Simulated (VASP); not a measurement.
# Sb (Pm-3m) in VASP: further runs

The runs below take Sb through single point, with PBE+D4, BLYP, PBE.

Everything below comes from runs of VASP 6.6.1. Logs are shortened: lines on timing, memory, paths and dates and some standing lists are left out, and cuts for length are marked.

## Step 1: The cell of the first run

It takes space group Pm-3m (No. 221, cubic). The conventional cell has a = 3.068 Å, b = 3.068 Å, c = 3.068 Å, α = 90.00°, β = 90.00°, γ = 90.00°. Sb (site symmetry m-3m) has 6 Sb at 3.07 Å within 4.0 Å.

## Step 2: Single point, PBE+D4

INCAR

```
SYSTEM = Sb
ALGO     = Normal         ! electronic algorithm
EDIFF    = 1E-6           ! SCF threshold, eV
ENCUT    = 520            ! plane-wave cutoff, eV
GGA      = PE             ! functional
ISIF     = 2              ! what is computed and relaxed
ISMEAR   = -1             ! smearing method
IVDW     = 13             ! dispersion correction
LASPH    = .True.         ! aspherical terms in the spheres
LCHARG   = .False.        ! write CHGCAR
LREAL    = .False.        ! projectors in reciprocal space
LWAVE    = .False.        ! write WAVECAR
NBANDS   = 8              ! bands
NELM     = 80             ! most SCF steps
PREC     = Accurate       ! precision mode
SIGMA    = 0.05           ! smearing width, eV
```

KPOINTS

```
k-points
0
Gamma
  8 8 8
  0 0 0
```

POSCAR

```
Sb
1.0
    3.0683343181      0.0000000000      0.0000000000
    0.0000000000      3.0683343181      0.0000000000
    0.0000000000      0.0000000000      3.0683343181
Sb
1
Direct
    0.0000000000      0.0000000000      0.0000000000
```

Potentials or basis: VASP PAW PBE potentials, release 64 (Sb).

Command:

```
> cat potpaw_PBE.64/Sb/POTCAR > POTCAR
> mpirun -np 1 vasp_std > vasp.out
```

OUTCAR:

```text
SYSTEM = Sb
   EDIFF = 1E-6
   ENCUT = 520
   GGA = PE
   ISIF = 2
   ISMEAR = -1
   IVDW = 13
   LASPH = .True.
   LREAL = .False.
   NELM = 80
   PREC = Accurate

 ion  position               nearest neighbor table
   1  0.000  0.000  0.000-

  LATTYP: Found a simple cubic cell.
 ALAT       =     3.0683343181

  Lattice vectors:

 A1 = (   3.0683343181,   0.0000000000,   0.0000000000)
 A2 = (   0.0000000000,   3.0683343181,   0.0000000000)
 A3 = (   0.0000000000,   0.0000000000,   3.0683343181)

Analysis of symmetry for initial positions (statically):
=====================================================================
 Subroutine PRICEL returns:
 Original cell was already a primitive cell.

 Routine SETGRP: Setting up the symmetry group for a
 simple cubic supercell.

 Subroutine GETGRP returns: Found 48 space group operations
 (whereof 48 operations were pure point group operations)
 out of a pool of 48 trial point group operations.

The static configuration has the point symmetry O_h .

Analysis of symmetry for dynamics (positions and initial velocities):
=====================================================================
 Subroutine PRICEL returns:
 Original cell was already a primitive cell.

 Routine SETGRP: Setting up the symmetry group for a
 simple cubic supercell.

 Subroutine GETGRP returns: Found 48 space group operations
 (whereof 48 operations were pure point group operations)
 out of a pool of 48 trial point group operations.

The dynamic configuration has the point symmetry O_h .

 Subroutine INISYM returns: Found 48 space group operations
 (whereof 48 operations are pure point group operations),
 and found     1 'primitive' translations

----------------------------------------------------------------------------------------

                                     Primitive cell

  volume of cell :      28.8874

  direct lattice vectors                    reciprocal lattice vectors
     3.068334318  0.000000000  0.000000000     0.325909727  0.000000000  0.000000000
     0.000000000  3.068334318  0.000000000     0.000000000  0.325909727  0.000000000
     0.000000000  0.000000000  3.068334318     0.000000000  0.000000000  0.325909727

  length of vectors
     3.068334318  3.068334318  3.068334318     0.325909727  0.325909727  0.325909727

  position of ions in fractional coordinates (direct lattice)
     0.000000000  0.000000000  0.000000000

  ion indices of the primitive-cell ions
   primitive index   ion index
                 1           1
[... 74 lines left out ...]
   EDIFFG = 0.1E-04   stopping-criterion for IOM
   NSW    =      0    number of steps for IOM
   IBRION =     -1    ionic relax: 0-MD 1-quasi-New 2-CG
   NFREE  =      0    steps in history (QN), initial steepest desc. (CG)
   ISIF   =      2    stress and relaxation
   ISYM   =      2    0-nonsym 1-usesym 2-fastsym
   POTIM  = 0.5000    time-step for ionic-motion
   TEBEG  =    0.0;   TEEND  =   0.0 temperature during run
   PSTRESS=    0.0 pullay stress
   NELECT =       5.0000    total number of electrons
   NUPDOWN=      -1.0000    fix difference up-down
   EMIN   =  10.00;   EMAX   =-10.00  energy-range for DOS
   EFERMI =   0.00;   METHOD = LEGACY
   ISMEAR =    -1;   SIGMA  =   0.05  broadening in eV -4-tet -1-fermi 0-gaus
   EFERMI_NEDOS =   21; number of points for ismear=-14 and -15
   IALGO  =     38    algorithm
   IMIX   =      4    mixing-type and parameters
     AMIX     =   0.40;   BMIX     =  1.00
     AMIX_MAG =   1.60;   BMIX_MAG =  1.00
  volume/ion in A,a.u.               =      28.89       194.94
  Fermi-wavevector in a.u.,A,eV,Ry     =   0.912351  1.724094 11.325287  0.832385
  Thomas-Fermi vector in A             =   2.036737
   LORBIT       =      0    0 simple, 1 ext, 2 COOP (PROOUT), +10 PAW based schemes
   GGA     = PE    functional components
   LHFCALC =     F    Hartree Fock is set to
   AEXX    =    0.0000 exact exchange contribution
   IVDW    =    13    specifies the selected vdW correction
   LEPSILON=     F    determine dielectric tensor
   LRPA    =     F    only Hartree local field effects (RPA)
 non-spin polarized calculation
  energy-cutoff  :      520.00
  volume of cell :       28.89
 maximum number of plane-waves:       804
 NGX is ok and might be reduce to    24
   NGX = 11   NGY = 11   NGZ = 11

 number of electron       4.9999999 magnetization

 Free energy of the ion-electron system (eV)
  ---------------------------------------------------
  ext. energy  EPLUGINS =         0.00000000
  ---------------------------------------------------
  free energy    TOTEN  =        -4.06831924 eV

  energy without entropy =       -4.06093873  energy(sigma->0) =       -4.06462898

 E-fermi :   7.4882     XC(G=0):  -9.7651

 val. band max:        7.4771358480   @ k =   0.3750   0.2500   0.1250
 cond. band min:       7.7510982032   @ k =   0.3750   0.2500   0.2500
 fundamental gap:      0.2739623552
 Fermi energy:         7.4881765182

 k-point     1 :       0.0000    0.0000    0.0000
  band No.  band energies     occupation
      1      -5.0944      2.00000
      2      10.8935      0.00000
      3      10.8935      0.00000
      4      10.8935      0.00000
      5      14.4953      0.00000
      6      14.4953      0.00000
      7      15.9980      0.00000
      8      25.3656      0.00000
[... 243 lines left out ...]
 k-point    24 :       0.5000    0.3750    0.1250
  band No.  band energies     occupation
      1      -0.3336      2.00000
      2       3.6232      2.00000
      3       5.3576      2.00000
      4      10.7272      0.00000
      5      12.7229      0.00000
      6      17.3008      0.00000
      7      18.7541      0.00000
      8      21.8189      0.00000

 [... further k-points ...]

------------------------ aborting loop because EDIFF is reached ----------------------------------------

  DFT-D4 for vdW energy calculation

  Edisp (eV):   -0.53257

  FORCE on cell =-STRESS in cart. coord.  units (eV):
  Direction    XX          YY          ZZ          XY          YZ          ZX
  --------------------------------------------------------------------------------------
  -------------------------------------------------------------------------------------
  Total      -0.00250    -0.00250    -0.00250     0.00000    -0.00000    -0.00000
  in kB      -0.13848    -0.13848    -0.13848     0.00000    -0.00000    -0.00000
  external pressure =       -0.14 kB  Pullay stress =        0.00 kB

 VOLUME and BASIS-vectors are now :
 -----------------------------------------------------------------------------
  energy-cutoff  :      520.00
  volume of cell :       28.89
      direct lattice vectors                 reciprocal lattice vectors
     3.068334318  0.000000000  0.000000000     0.325909727  0.000000000  0.000000000
     0.000000000  3.068334318  0.000000000     0.000000000  0.325909727  0.000000000
     0.000000000  0.000000000  3.068334318     0.000000000  0.000000000  0.325909727

 POSITION                                       TOTAL-FORCE (eV/Angst)
 -----------------------------------------------------------------------------------
      0.00000      0.00000      0.00000         0.000000      0.000000      0.000000
 -----------------------------------------------------------------------------------
    total drift:                                0.000000      0.000000      0.000000

  FREE ENERGIE OF THE ION-ELECTRON SYSTEM (eV)
  ---------------------------------------------------
  free  energy   TOTEN  =        -4.6008917935 eV

  energy  without entropy=       -4.5935112781  energy(sigma->0) =       -4.59720154
```

stdout:

```text
POSCAR found type information on POSCAR Sb
 POSCAR found :  1 types and       1 ions
 scaLAPACK will be used
 LDA part: xc-table for (Slater+PW92), standard interpolation
 POSCAR, INCAR and KPOINTS ok, starting setup
 FFT: planning ... GRIDC
 FFT: planning ... GRID_SOFT
 FFT: planning ... GRID
 WAVECAR not read
 entering main loop
```

Wall time 2.7 s (1 thread of Intel Xeon 6975P-C (Granite Rapids), shared host); peak memory 0.13 GiB.

What came out:

- Free energy: -4.6009 eV
- Pressure: 0.0 GPa
- Dispersion energy per atom: -0.533 eV

Levels at points of the mesh, in eV from the Fermi level:
| k point | band 1 | band 2 | band 3 | band 4 | band 5 | band 6 | band 7 | band 8 |
| --- | --- | --- | --- | --- | --- | --- | --- | --- |
| (0.00, 0.00, 0.00) | -12.58 | 3.41 | 3.41 | 3.41 | 7.01 | 7.01 | 8.51 | 17.88 |
| (0.50, 0.00, 0.00) | -10.04 | -5.75 | 5.52 | 5.52 | 9.15 | 10.73 | 11.56 | 11.60 |
| (0.50, 0.50, 0.00) | -7.33 | -3.63 | -3.63 | 2.11 | 7.70 | 13.16 | 13.40 | 13.40 |
| (0.50, 0.50, 0.50) | -4.28 | -1.63 | -1.63 | -1.63 | 4.84 | 4.84 | 4.84 | 6.92 |

Caveat: spin-orbit coupling is left out, which moves the levels of the heavy elements; pairwise dispersion overbinds metals, which lowers pressure and volume.

(Continued in part 2 of 2.)
